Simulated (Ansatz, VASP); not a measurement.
# One calculation of RbBr, two programs

```
CELL_PARAMETERS angstrom
0.00000 3.56816 3.56816
3.56816 0.00000 3.56816
3.56816 3.56816 0.00000
ATOMIC_POSITIONS crystal
Rb 0.00000 0.00000 0.00000
Br 0.50000 0.50000 0.50000
```

Alike in both runs: task single point; functional r2SCAN; k mesh 6 × 6 × 6; occupations gaussian, width 0.02 eV; no spin polarisation.

```csv
,VASP,Ansatz
version,VASP 6.6.1,Ansatz 0.2.0
potentials or method,"VASP PAW PBE potentials, release 64 (Rb_sv, Br), cutoff 520 eV","scalar-relativistic, plane waves, PAW"
valence electrons in the cell,16,16
```

|  | VASP | Ansatz | Ansatz less VASP |
| --- | --- | --- | --- |
| gap on the k mesh at the Fermi level (eV) | 4.67 | 4.67 | 0.000 |
| least direct gap on the mesh (eV) | 4.67 | 4.67 | 0.000 |
| pressure (GPa) | -1.0 | -1.0 | -0.01 |

VASP's potentials were made for PBE, not for r2SCAN. The functional is the same, so the differences come from potentials, cutoffs and numerics.
